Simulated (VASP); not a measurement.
Here is a VASP 6.6.1 calculation.

The input INCAR:

```
  ALGO = Normal
  DIPOL = 0.5 0.5 0.283
  EDIFF = 1E-6
  ENCUT = 400
  GGA = PE
  GGA_COMPAT = False
  IDIPOL = 3
  ISIF = 2
  ISMEAR = 0
  IVDW = 12
  LASPH = True
  LCHARG = False
  LDIPOL = True
  LREAL = False
  LWAVE = False
  NBANDS = 62
  NELM = 120
  NELMDL = -8
  PREC = Accurate
  SIGMA = 0.05
```

KPOINTS

```
k-points
0
Gamma
  6 6 1
```

Contents of POSCAR:

```
Zr2HS4
1.0
    7.2976778227      0.0000000000      0.0000000000
   -3.6488389114      6.3199743831      0.0000000000
    0.0000000000      0.0000000000     20.9171506047
S Zr H
8 4 2
Direct
    0.3333333333      0.1666666667      0.1912306354
    0.3333333333      0.6666666667      0.1912306354
    0.8333333333      0.1666666667      0.1912306354
    0.8333333333      0.6666666667      0.1912306354
    0.1666666667      0.3333333333      0.3306927762
    0.1666666667      0.8333333333      0.3306927762
    0.6666666667      0.3333333333      0.3306927762
    0.6666666667      0.8333333333      0.3306927762
    0.0000000000      0.0000000000      0.2609617058
    0.0000000000      0.5000000000      0.2609617058
    0.5000000000      0.0000000000      0.2609617058
    0.5000000000      0.5000000000      0.2609617058
    0.3869988249      0.7739976498      0.4134000260
    0.4463345084      0.8926690169      0.4134000260
```

Potentials or basis: VASP PAW PBE potentials, release 64 (S, Zr_sv, H).

The run is started by

```sh
$ cat potpaw_PBE.64/S/POTCAR potpaw_PBE.64/Zr_sv/POTCAR potpaw_PBE.64/H/POTCAR > POTCAR
$ mpirun -np 1 vasp_std > vasp.out
```

Task: Estimate the dispersion energy per atom.

Result: -0.219 eV.

Task: What does it give for the largest force?

Result: 0.540 eV/Å.

Forces in eV/Å, atoms in the order of the input:
```
S    0.012  0.008 -0.013
S    0.000 -0.003  0.018
S   -0.012  0.008 -0.013
S    0.000 -0.032 -0.028
S    0.000  0.015  0.067
S   -0.346  0.014 -0.414
S    0.000 -0.018  0.063
S    0.346  0.014 -0.414
Zr   0.000 -0.059 -0.003
Zr  -0.006  0.079 -0.029
Zr   0.000 -0.008 -0.185
Zr   0.006  0.079 -0.029
H    0.000  0.016  0.478
H    0.000 -0.112  0.502
```
